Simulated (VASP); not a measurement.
Runs of VASP 6.6.1 on NiO. The structure is that of space group Fm-3m (No. 225), or close to it. The cells are those of the table. 

```csv
task,cell,gap on the mesh (eV),pressure (GPa),moment (μB)
relaxation of shape and atoms at fixed volume,"relaxed from a = 5.168 Å, angles 33.6°, 4 atoms",3.18,-5.1,0.00
relaxation of shape and atoms at fixed volume,"relaxed from a = 5.271 Å, angles 33.6°, 4 atoms",(a),-13.5,0.00
single point,"a = 5.168 Å, angles 33.6°, 4 atoms",3.18,-5.1,0.00
single point,"a = 5.237 Å, angles 33.6°, 4 atoms",2.90,-11.0,0.00
```

Alike in all rows: level PBE+U; potentials or basis VASP PAW PBE potentials, release 64 (Ni, O); spin collinear, antiferromagnetic start; Ni d U = 6.2 eV; k mesh 10 × 10 × 10; cutoff (eV) 600; smearing gaussian 0.05 eV.

Task: Fill in the values left out.

Result: (a) 2.76.

Caveats: the cell stands under tension (at least some runs).

A k mesh can miss the band edges.
